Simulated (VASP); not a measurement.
A run of VASP 6.6.1:

Contents of INCAR:

```
SYSTEM = GaP
PREC = Accurate ; ENCUT = 520
EDIFF = 1E-7 ; ISMEAR = 0
SIGMA = 0.1 ; LREAL = .FALSE.
LASPH = .TRUE. ; NELM = 80
ALGO = Normal ; ISIF = 2
LWAVE = .FALSE. ; LCHARG = .TRUE.
GGA = PE ; LELF = .TRUE.
LVHAR = .TRUE. ; NBANDS = 16
```

The input KPOINTS:

```
Automatic mesh
0
G
  6 6 6
  0 0 0
```

The input POSCAR:

```
GaP
1.0
    0.0000000000      2.7258124945      2.7258124945
    2.7258124945      0.0000000000      2.7258124945
    2.7258124945      2.7258124945      0.0000000000
Ga P
1 1
Direct
    0.0000000000      0.0000000000      0.0000000000
    0.2500000000      0.2500000000      0.2500000000
```

Potentials or basis: VASP PAW PBE potentials, release 64 (Ga_d, P).

The run is started by

```bash
$ cat potpaw_PBE.64/Ga_d/POTCAR potpaw_PBE.64/P/POTCAR > POTCAR
$ mpirun -np 1 vasp_std > vasp.out
```

Hardware: 1 thread of Intel(R) Xeon(R) Platinum 8259CL CPU @ 2.50GHz (Skylake/Cascade Lake) (shared host).

**Question.** Estimate the wall time of this run.

**Answer.** Wall time 24 s on 1 thread of Intel(R) Xeon(R) Platinum 8259CL CPU @ 2.50GHz (Skylake/Cascade Lake), on a shared host, peak memory 0.16 GiB. Counts: scf iterations 14, k points 16.
